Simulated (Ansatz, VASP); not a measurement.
One calculation of Nb, two programs

Contents of INCAR:

```
SYSTEM = Nb
PREC = Accurate
ENCUT = 600
EDIFF = 1E-6
ISMEAR = -1
SIGMA = 0.15
LREAL = .False.
LASPH = .True.
NELM = 60
ALGO = Fast
ISIF = 3
LWAVE = .False.
LCHARG = .False.
GGA = CA
IBRION = 2
NSW = 80
EDIFFG = -0.001
```

KPOINTS

```
Automatic mesh
0
Gamma
  18 18 18
  0 0 0
```

The input POSCAR:

```
Nb
1.0
   -1.6238343911      1.6238343911      1.6238343911
    1.6238343911     -1.6238343911      1.6238343911
    1.6238343911      1.6238343911     -1.6238343911
Nb
1
Direct
    0.0000000000      0.0000000000      0.0000000000
```

Input for Ansatz:

```yaml
crystal:
  lattice:
    - [-1.6238343911, 1.6238343911, 1.6238343911]
    - [1.6238343911, -1.6238343911, 1.6238343911]
    - [1.6238343911, 1.6238343911, -1.6238343911]
  atoms:
    - { symbol: Nb, position: [0.0, 0.0, 0.0] }
basis:
  ecutwfc: 420
kpoints:
  mp_grid: { grid: [18, 18, 18] }
hamiltonian:
  xc: lda
  pseudopotentials: { kind: paw, azcp: { folder: soft_1 } }
scf:
  occupations: { method: fermi_dirac, width: 0.15 }
output:
  forces: true
  stress: true
  eigenvalues: true
relax:
  adjacent_minimum: "off"
  f_tol: 0.001
  max_steps: 60
  cell: { stress_tol: 0.01 }
```

Alike in both runs: task relaxation of cell and atoms; functional LDA; k mesh 18 × 18 × 18; occupations fermi-dirac, width 0.15 eV; no spin polarisation.

```csv
,VASP,Ansatz
version,VASP 6.6.1,Ansatz 0.2.0
potentials or method,"VASP PAW LDA potentials, release 64 (Nb_sv), cutoff 600 eV","scalar-relativistic, plane waves, PAW"
valence electrons in the cell,13,13
```

VASP gave:

* gap on the k mesh at the Fermi level, each at its own relaxed structure (eV): none
* relaxed volume (Å³/atom): 17.16
* relaxed cell length with the largest relative difference (Å): 2.815

Which values does Ansatz return?

gap on the k mesh at the Fermi level, each at its own relaxed structure (eV): none; relaxed volume (Å³/atom): 17.17; relaxed cell length with the largest relative difference (Å): 2.815.

Ansatz warns that its potentials were made for another functional, while VASP's fit it. LDA's correlation is that of Perdew and Zunger in VASP and of Perdew and Wang (1992) in Ansatz. A gap of «none» marks a metal or a gap that the smearing closes.
